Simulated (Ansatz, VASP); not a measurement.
One calculation of AlCo, two programs

```
Al Co
1.0
     2.82241    0.00000    0.00000
     0.00000    2.82241    0.00000
     0.00000    0.00000    2.82241
Al Co
1 1
Cartesian
  0.0000 0.0000 0.0000
  1.4112 1.4112 1.4112
```

Alike in both runs: task single point; functional PBEsol; k mesh 6 × 6 × 6; occupations gaussian, width 0.1 eV; no spin polarisation.

|  | VASP | Ansatz |
| --- | --- | --- |
| version | VASP 6.6.1 | Ansatz 0.2.0 |
| potentials or method | VASP PAW PBE potentials, release 64 (Al, Co), cutoff 600 eV | scalar-relativistic, plane waves, PAW |
| valence electrons in the cell | 12 | 20 |

Ansatz gave:

| Item | Value |
| --- | --- |
| gap on the k mesh at the Fermi level (eV) | none |
| pressure (GPa) | 0.3 |

Estimate VASP's values.

gap on the k mesh at the Fermi level (eV): none; pressure (GPa): 0.4.

VASP's potentials were made for PBE, not for PBEsol, and Ansatz warns of the same on its side. A gap of «none» marks a metal or a gap that the smearing closes. VASP's potentials hold 12 valence electrons a cell and Ansatz's 20, so a difference there can come from the potentials and not from the codes.

The k mesh is coarse, so the values compare programs but aren't converged.
